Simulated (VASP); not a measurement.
Set up this calculation in VASP 6.6.1, as the native input.

* Task: relaxation of cell and atoms
* Functional: PBE
* Potentials or basis: VASP PAW PBE potentials, release 64 (Cd, Se)
* Cutoff: 600 eV
* k mesh: 10 × 10 × 6
* Occupations: fermi-dirac, width 0.08 eV
* Spin: no spin polarisation
* Target pressure: 13 GPa
* Dipole correction: no
* Further INCAR settings: ALGO = Normal; EDIFF = 1e-06; IBRION = 2; EDIFFG = -0.005; NSW = 60; ISIF = 3

The structure of CdSe (NiAs type) lies in POSCAR:

```
CdSe
1.0
    3.9265177069      0.0000000000      0.0000000000
   -1.9632588534      3.4004640826      0.0000000000
    0.0000000000      0.0000000000      6.0861024457
Cd Se
2 2
Direct
    0.0000000000      0.0000000000      0.0000000000
    0.0000000000      0.0000000000      0.5000000000
    0.3333333333      0.6666666667      0.2500000000
    0.6666666667      0.3333333333      0.7500000000
```

The input as run:

INCAR

```
SYSTEM = CdSe
PREC     = Accurate       ! precision mode
ENCUT    = 600            ! plane-wave cutoff, eV
EDIFF    = 1E-6           ! SCF threshold, eV
ISMEAR   = -1             ! smearing method
SIGMA    = 0.08           ! smearing width, eV
LREAL    = .False.        ! projectors in reciprocal space
LASPH    = .True.         ! aspherical terms in the spheres
NELM     = 100            ! most SCF steps
ALGO     = Normal         ! electronic algorithm
ISIF     = 3              ! what is computed and relaxed
LWAVE    = .False.        ! write WAVECAR
LCHARG   = .False.        ! write CHGCAR
GGA      = PE             ! functional
IBRION   = 2              ! ionic algorithm
NSW      = 60             ! ionic steps
EDIFFG   = -0.005         ! ionic threshold
PSTRESS  = 130.0
```

KPOINTS

```
Automatic mesh
0
Gamma
  10 10 6
  0 0 0
```

Potentials or basis: VASP PAW PBE potentials, release 64 (Cd, Se).

Launch:

```sh
$ cat potpaw_PBE.64/Cd/POTCAR potpaw_PBE.64/Se/POTCAR > POTCAR
$ mpirun -np 1 vasp_std > vasp.out
```

Results of the run:

```json
{
  "Relaxed volume": "20.67 Å³/atom",
  "Relaxed cell": "a = 3.844 Å, b = 3.844 Å, c = 6.459 Å, α = 90.00°, β = 90.00°, γ = 120.00°",
  "Space group after relaxing (to 0.1 Å)": "P6_3/mmc (No. 194)",
  "Energy change on relaxing (the run minimises the enthalpy)": "-49.1 meV/atom",
  "Ionic steps": "18",
  "Pressure after relaxing": "13.0 GPa",
  "Band gap on the k mesh": "0.29 eV (least direct gap 0.40 eV)"
}
```

Caveat: the cell is relaxed towards a set pressure, so the run minimises the enthalpy, not the energy; semilocal functionals underestimate gaps, and a narrow one can read as zero.

Run time: 5.3 min on 1 thread of Intel(R) Xeon(R) 6975P-C (Granite Rapids), on a shared host, peak memory 0.3 GiB.
